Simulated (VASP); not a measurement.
# Ti2C (R-3m) in VASP: further runs

The runs below take Ti2C through single point, relaxation of cell and atoms, with PBEsol.

All numbers are computed with VASP 6.6.1; they aren't measurements. Logs are shortened: lines on timing, memory, paths and dates and some standing lists are left out, and cuts for length are marked.

## Step 1: The cell of the first run

The structure is trigonal, space group R-3m (No. 166). The conventional cell has a = 3.053 Å, b = 3.053 Å, c = 14.318 Å, α = 90.00°, β = 90.00°, γ = 120.00°. Within 2.8 Å of Ti (site symmetry 3m) lie 3 C at 2.10 Å. Within 2.8 Å of C (site symmetry -3m) lie 6 Ti at 2.10 Å.

## Step 2: Single point, PBEsol

The input, INCAR:

```
PREC = Accurate
ENCUT = 520
EDIFF = 1E-6
ISMEAR = 0
SIGMA = 0.1
LREAL = F
LASPH = T
NELM = 100
ALGO = Normal
ISIF = 2
LWAVE = F
LCHARG = F
GGA = PS
NBANDS = 21
```

The input, KPOINTS:

```
Automatic mesh
0
Gamma
  15 15 15
```

The input, POSCAR:

```
Ti2C
1.0
    1.5263961215      0.8812652117      4.7725727181
   -1.5263961215      0.8812652117      4.7725727181
    0.0000000000     -1.7625304233      4.7725727181
Ti C
2 1
Direct
    0.2458177969      0.2458177969      0.2458177969
    0.7541822031      0.7541822031      0.7541822031
    0.5000000000      0.5000000000      0.5000000000
```

Potentials or basis: VASP PAW PBE potentials, release 64 (Ti_sv, C).

On the command line:

```
$ cat potpaw_PBE.64/Ti_sv/POTCAR potpaw_PBE.64/C/POTCAR > POTCAR
$ mpirun -np 1 vasp_std > vasp.out
```

OUTCAR:

```text
PREC = Accurate
   ENCUT = 520
   EDIFF = 1E-6
   ISMEAR = 0
   LREAL = F
   LASPH = T
   NELM = 100
   ISIF = 2
   GGA = PS

 ion  position               nearest neighbor table
   1  0.246  0.246  0.246-   3 2.10   3 2.10   3 2.10   2 2.87   2 2.87   2 2.87
   2  0.754  0.754  0.754-   3 2.10   3 2.10   3 2.10   1 2.87   1 2.87   1 2.87
   3  0.500  0.500  0.500-   1 2.10   1 2.10   2 2.10   2 2.10   1 2.10   2 2.10

  LATTYP: Found a trigonal (rhomboedric) cell.
 ALAT       =     5.0876285087
 COS(alpha) =     0.8199746272

  Lattice vectors:

 A1 = (   1.5263961215,   0.8812652117,   4.7725727181)
 A2 = (  -1.5263961215,   0.8812652117,   4.7725727181)
 A3 = (   0.0000000000,  -1.7625304233,   4.7725727181)

Analysis of symmetry for initial positions (statically):
=====================================================================
 Subroutine PRICEL returns:
 Original cell was already a primitive cell.

 Routine SETGRP: Setting up the symmetry group for a
 trigonal (rhombohedral) supercell.

 Subroutine GETGRP returns: Found 12 space group operations
 (whereof 12 operations were pure point group operations)
 out of a pool of 12 trial point group operations.

The static configuration has the point symmetry D_3d.

Analysis of symmetry for dynamics (positions and initial velocities):
=====================================================================
 Subroutine PRICEL returns:
 Original cell was already a primitive cell.

 Routine SETGRP: Setting up the symmetry group for a
 trigonal (rhombohedral) supercell.

 Subroutine GETGRP returns: Found 12 space group operations
 (whereof 12 operations were pure point group operations)
 out of a pool of 12 trial point group operations.

The dynamic configuration has the point symmetry D_3d.

 Subroutine INISYM returns: Found 12 space group operations
 (whereof 12 operations are pure point group operations),
 and found     1 'primitive' translations

----------------------------------------------------------------------------------------

                                     Primitive cell

  volume of cell :      38.5192

  direct lattice vectors                    reciprocal lattice vectors
     1.526396121  0.881265212  4.772572718     0.327568967  0.189122031  0.069843532
    -1.526396121  0.881265212  4.772572718    -0.327568967  0.189122031  0.069843532
     0.000000000 -1.762530423  4.772572718     0.000000000 -0.378244062  0.069843532

  length of vectors
     5.087628509  5.087628509  5.087628509     0.384638388  0.384638388  0.384638388

  position of ions in fractional coordinates (direct lattice)
     0.245817797  0.245817797  0.245817797
     0.754182203  0.754182203  0.754182203
     0.500000000  0.500000000  0.500000000

  ion indices of the primitive-cell ions
   primitive index   ion index
                 1           1
                 2           2
                 3           3

----------------------------------------------------------------------------------------

 KPOINTS: Automatic mesh

Automatic generation of k-mesh.
 Grid dimensions read from file:
 generate k-points for:   15   15   15

 Generating k-lattice:

  Cartesian coordinates                     Fractional coordinates (reciprocal lattice)
     0.021837931  0.012608135  0.004656235     0.066666667  0.000000000  0.000000000
    -0.021837931  0.012608135  0.004656235     0.000000000  0.066666667  0.000000000
     0.000000000 -0.025216271  0.004656235     0.000000000  0.000000000  0.066666667

  Length of vectors
     0.025642559  0.025642559  0.025642559

  Shift w.r.t. Gamma in fractional coordinates (k-lattice)
     0.000000000  0.000000000  0.000000000

 Subroutine IBZKPT returns following result:
 ===========================================

 Found    344 irreducible k-points:

 Following reciprocal coordinates:
            Coordinates               Weight
  0.000000  0.000000  0.000000      1.000000
  0.066667  0.000000  0.000000      6.000000
  0.133333  0.000000  0.000000      6.000000
  0.200000  0.000000  0.000000      6.000000
  0.266667  0.000000  0.000000      6.000000
  0.333333  0.000000  0.000000      6.000000
[... 16 lines left out ...]
  0.133333  0.133333  0.000000      6.000000
  0.200000  0.133333  0.000000     12.000000
 [... further k-points ...]
   k-points           NKPTS =    344   k-points in BZ     NKDIM =    344   number of bands    NBANDS=     21
   number of dos      NEDOS =    301   number of ions     NIONS =      3
   total plane-waves  NPLWV =  64000
   dimension x,y,z NGX =    40 NGY =   40 NGZ =   40
   dimension x,y,z NGXF=    80 NGYF=   80 NGZF=   80
   ions per type =               2   1
   NGX,Y,Z   is equivalent  to a cutoff of  13.07, 13.07, 13.07 a.u.
   NGXF,Y,Z  is equivalent  to a cutoff of  26.14, 26.14, 26.14 a.u.
 SYSTEM =  unknown system
   PREC   = accura    normal or accurate (medium, high low for compatibility)
   ISTART =      0    job   : 0-new  1-cont  2-samecut
   ICHARG =      2    charge: 1-file 2-atom 10-const
   ISPIN  =      1    spin polarized calculation?
   LNONCOLLINEAR =      F non collinear calculations
   LSORBIT =      F    spin-orbit coupling
   LASPH  =      T    aspherical Exc in radial PAW
   ENCUT  =  520.0 eV  38.22 Ry    6.18 a.u.   9.46  9.46  9.46*2*pi/ulx,y,z
   NELM   =    100;   NELMIN=  2; NELMDL= -5     # of ELM steps
   EDIFF  = 0.1E-05   stopping-criterion for ELM
   LREAL  =      F    real-space projection
   EDIFFG = 0.1E-04   stopping-criterion for IOM
   NSW    =      0    number of steps for IOM
   IBRION =     -1    ionic relax: 0-MD 1-quasi-New 2-CG
   NFREE  =      0    steps in history (QN), initial steepest desc. (CG)
   ISIF   =      2    stress and relaxation
   ISYM   =      2    0-nonsym 1-usesym 2-fastsym
   POTIM  = 0.5000    time-step for ionic-motion
   TEBEG  =    0.0;   TEEND  =   0.0 temperature during run
   PSTRESS=    0.0 pullay stress
   NELECT =      28.0000    total number of electrons
   NUPDOWN=      -1.0000    fix difference up-down
   EMIN   =  10.00;   EMAX   =-10.00  energy-range for DOS
   EFERMI =   0.00;   METHOD = LEGACY
   ISMEAR =     0;   SIGMA  =   0.10  broadening in eV -4-tet -1-fermi 0-gaus
   EFERMI_NEDOS =   21; number of points for ismear=-14 and -15
   IALGO  =     38    algorithm
   IMIX   =      4    mixing-type and parameters
     AMIX     =   0.40;   BMIX     =  1.00
     AMIX_MAG =   1.60;   BMIX_MAG =  1.00
  volume/ion in A,a.u.               =      12.84        86.65
  Fermi-wavevector in a.u.,A,eV,Ry     =   1.471979  2.781637 29.480045  2.166722
  Thomas-Fermi vector in A             =   2.587049
   LORBIT       =      0    0 simple, 1 ext, 2 COOP (PROOUT), +10 PAW based schemes
   GGA     = PS    functional components
   LHFCALC =     F    Hartree Fock is set to
   AEXX    =    0.0000 exact exchange contribution
   IVDW    =     0    specifies the selected vdW correction
   LEPSILON=     F    determine dielectric tensor
   LRPA    =     F    only Hartree local field effects (RPA)
 non-spin polarized calculation
 Gauss-broadening in eV      SIGMA  =   0.10
  energy-cutoff  :      520.00
  volume of cell :       38.52
 maximum number of plane-waves:      1055
 NGX is ok and might be reduce to    40
   NGX = 19   NGY = 19   NGZ = 19

 number of electron      28.0000002 magnetization

 Free energy of the ion-electron system (eV)
  ---------------------------------------------------
  ext. energy  EPLUGINS =         0.00000000
  ---------------------------------------------------
  free energy    TOTEN  =       -28.42855320 eV

  energy without entropy =      -28.41844019  energy(sigma->0) =      -28.42349670

 E-fermi :   8.5430     XC(G=0): -12.1031

 val. band max:        8.5417863256   @ k =   0.3333   0.2667   0.1333
 cond. band min:       8.5472147131   @ k =  -0.4000   0.3333   0.1333
 fundamental gap:      0.0054283875
 Fermi energy:         8.5429947831

 k-point     1 :       0.0000    0.0000    0.0000
  band No.  band energies     occupation
      1     -47.9091      2.00000
      2     -47.7954      2.00000
      3     -24.6209      2.00000
      4     -24.0512      2.00000
      5     -24.0512      2.00000
      6     -23.9999      2.00000
[... 13 lines left out ...]
     20      11.6425      0.00000
     21      12.7199      0.00000

 k-point     2 :       0.0667    0.0000    0.0000
  band No.  band energies     occupation
      1     -47.9058      2.00000
      2     -47.7945      2.00000
      3     -24.6124      2.00000
      4     -24.0683      2.00000
      5     -24.0550      2.00000
      6     -24.0028      2.00000
[... 13 lines left out ...]
     20      11.6700      0.00000
     21      12.8121      0.00000

 k-point     3 :       0.1333    0.0000    0.0000
  band No.  band energies     occupation
      1     -47.8961      2.00000
      2     -47.7920      2.00000
      3     -24.5877      2.00000
      4     -24.1151      2.00000
      5     -24.0657      2.00000
      6     -24.0325      2.00000
[... 13 lines left out ...]
     20      11.7685      0.00000
     21      13.0266      0.00000

 k-point     4 :       0.2000    0.0000    0.0000
  band No.  band energies     occupation
      1     -47.8813      2.00000
      2     -47.7888      2.00000
      3     -24.5495      2.00000
      4     -24.1825      2.00000
      5     -24.1000      2.00000
      6     -24.0813      2.00000
[... 13 lines left out ...]
     20      11.9093      0.00000
     21      13.3651      0.00000

 k-point     5 :       0.2667    0.0000    0.0000
  band No.  band energies     occupation
      1     -47.8633      2.00000
      2     -47.7861      2.00000
      3     -24.5027      2.00000
      4     -24.2588      2.00000
      5     -24.1738      2.00000
      6     -24.0992      2.00000
[... 13 lines left out ...]
     20      11.9735      0.00000
     21      13.8707      0.00000
[... 382 lines left out ...]
     20      11.9080      0.00000
     21      13.1198      0.00000

 k-point    22 :      -0.0667    0.0667    0.0000
  band No.  band energies     occupation
      1     -47.8996      2.00000
      2     -47.7924      2.00000
      3     -24.5977      2.00000
      4     -24.0967      2.00000
      5     -24.0676      2.00000
      6     -24.0171      2.00000
[... 13 lines left out ...]
     20      11.7228      0.00000
     21      12.9377      0.00000

 k-point    23 :       0.1333    0.1333    0.0000
  band No.  band energies     occupation
      1     -47.8950      2.00000
      2     -47.7931      2.00000
      3     -24.5828      2.00000
      4     -24.1106      2.00000
      5     -24.0741      2.00000
      6     -24.0522      2.00000
[... 13 lines left out ...]
     20      11.7660      0.00000
     21      13.0198      0.00000

 k-point    24 :       0.2000    0.1333    0.0000
  band No.  band energies     occupation
      1     -47.8856      2.00000
      2     -47.7914      2.00000
      3     -24.5592      2.00000
      4     -24.1511      2.00000
      5     -24.1089      2.00000
      6     -24.0703      2.00000
[... 13 lines left out ...]
     20      11.9253      0.00000
     21      13.1541      0.00000

 [... further k-points ...]
[... 5 lines left out ...]
  --------------------------------------------------------------------------------------
  -------------------------------------------------------------------------------------
  Total        0.0365345      0.0365345      0.0280741      0.0000000      0.0000000      0.0000000
  in kB        1.5196254      1.5196254      1.1677214      0.0000000      0.0000000      0.0000000
  external PRESSURE =       1.4023241 kB  Pullay stress =       0.0000000 kB

 VOLUME and BASIS-vectors are now :
 -----------------------------------------------------------------------------
  energy-cutoff  :      520.00
  volume of cell :       38.52
      direct lattice vectors                 reciprocal lattice vectors
     1.526396121  0.881265212  4.772572718     0.327568967  0.189122031  0.069843532
    -1.526396121  0.881265212  4.772572718    -0.327568967  0.189122031  0.069843532
     0.000000000 -1.762530423  4.772572718     0.000000000 -0.378244062  0.069843532

 POSITION                                       TOTAL-FORCE (eV/Angst)
 -----------------------------------------------------------------------------------
      0.00000      0.00000      3.51955         0.000000      0.000000      0.025455
      0.00000      0.00000     10.79817         0.000000     -0.000000     -0.025455
      0.00000      0.00000      7.15886         0.000000     -0.000000      0.000000
 -----------------------------------------------------------------------------------
    total drift:                               -0.000000      0.000000      0.000000

  FREE ENERGIE OF THE ION-ELECTRON SYSTEM (eV)
  ---------------------------------------------------
  free  energy   TOTEN  =       -28.4285532036 eV

  energy  without entropy=      -28.4184401949  energy(sigma->0) =      -28.42349670
```

It took 4.5 min on 1 thread of Intel Xeon Platinum 8559C (Emerald Rapids), shared host; peak memory 0.42 GiB.

Results:

- Free energy: -28.4286 eV
- Pressure: 0.1 GPa
- Largest force: 0.025 eV/Å
- Band gap on the k mesh: zero (band 14 reaches 9.17 eV, above the bottom of band 15 at 8.25 eV)

Forces in eV/Å, atoms in the order of the input:
```
Ti   0.000  0.000  0.025
Ti   0.000  0.000 -0.025
C    0.000  0.000  0.000
```

Levels at points of the mesh, in eV from the Fermi level:
| k point | band 12 | band 13 | band 14 | band 15 | band 16 | band 17 |
| --- | --- | --- | --- | --- | --- | --- |
| (0.00, 0.00, 0.00) | -2.58 | -2.00 | 0.49 | 0.49 | 1.01 | 1.99 |

Caveat: the PAW data sets were made with another functional, which shifts forces and pressure a little.

(Part 1 of 2 ends here.)
